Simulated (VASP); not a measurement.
Set up this calculation in VASP 6.6.1, as the native input.

```
Task                   : single point
Functional             : PBE
Dispersion             : D3(BJ)
Potentials or basis    : VASP PAW PBE potentials, release 64 (C)
Cutoff                 : 520 eV
k mesh                 : 18 × 12 × 10
Occupations            : gaussian, width 0.15 eV
Spin                   : no spin polarisation
Dipole correction      : no
Further INCAR settings : ALGO = Normal; EDIFF = 1e-06; NBANDS = 16
```

The structure of C lies in POSCAR:

```
C
1.0
   -2.4646600698      0.0000000000      0.0000000000
    0.0000000000      0.0000000000     -3.5719696368
    0.0000000000     -4.2689164642      0.0000000000
C
4
Direct
    0.5000000000      0.0000000000      0.1638556489
    0.0000000000      0.0000000000      0.6469895424
    0.0000000000      0.0000000000      0.3361443511
    0.5000000000      0.0000000000      0.8530104576
```

This cell differs from its parent crystal: atoms displaced along several vibrational modes.

One way to write it, as run:

INCAR

```
ALGO = Normal
EDIFF = 1E-6
ENCUT = 520
GGA = PE
ISIF = 2
ISMEAR = 0
IVDW = 12
LASPH = T
LCHARG = F
LREAL = F
LWAVE = F
NBANDS = 16
NELM = 60
PREC = Accurate
SIGMA = 0.15
```

KPOINTS

```
k-points
0
Gamma
  18 12 10
```

Potentials or basis: VASP PAW PBE potentials, release 64 (C).

Run with:

```console
$ cat potpaw_PBE.64/C/POTCAR > POTCAR
$ mpirun -np 1 vasp_std > vasp.out
```

It gave:

* Pressure: 5.7 GPa
* Largest force: 8.259 eV/Å
* Band gap on the k mesh: zero (bands 8 and 9 overlap by 0.78 eV)
* Dispersion energy per atom: -0.144 eV

Caveat: the cell differs from its parent crystal (atoms displaced along several vibrational modes); the stress differs along the axes, from -1 to 18 GPa; forces of over 1 eV/Å act on the atoms, so gaps and moduli don't describe the material at rest.

Run time: 3.6 min on 1 thread of Intel Xeon 8259CL (shared host), peak memory 0.29 GiB.
